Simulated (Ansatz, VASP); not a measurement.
## One calculation of BiTe, two programs

```
Bi Te
1.0
     2.25778    1.30353    3.60806
    -2.25778    1.30353    3.60806
     0.00000   -2.60706    3.60806
Bi Te
1 1
Direct
  0.50000 0.50000 0.50000
  0.00000 0.00000 0.00000
```

Alike in both runs: task single point; functional PBEsol; k mesh 18 × 18 × 18; occupations gaussian, width 0.15 eV; no spin polarisation.

|  | VASP | Ansatz |
| --- | --- | --- |
| version | VASP 6.6.1 | Ansatz 0.2.0 |
| potentials or method | VASP PAW PBE potentials, release 64 (Bi_d, Te), cutoff 520 eV | scalar-relativistic, plane waves, PAW |
| valence electrons in the cell | 21 | 31 |

```csv
,VASP,Ansatz,Ansatz less VASP
gap on the k mesh at the Fermi level (eV),none,none,-
pressure (GPa),1.5,1.5,+0.01
"traceless stress, the component that is largest in VASP (GPa)",-0.09,-0.09,-0.001
```

VASP's potentials were made for PBE, not for PBEsol. A gap of «none» marks a metal or a gap that the smearing closes. VASP's potentials hold 21 valence electrons a cell and Ansatz's 31, so a difference there can come from the potentials and not from the codes.

Neither program's run includes spin-orbit coupling.
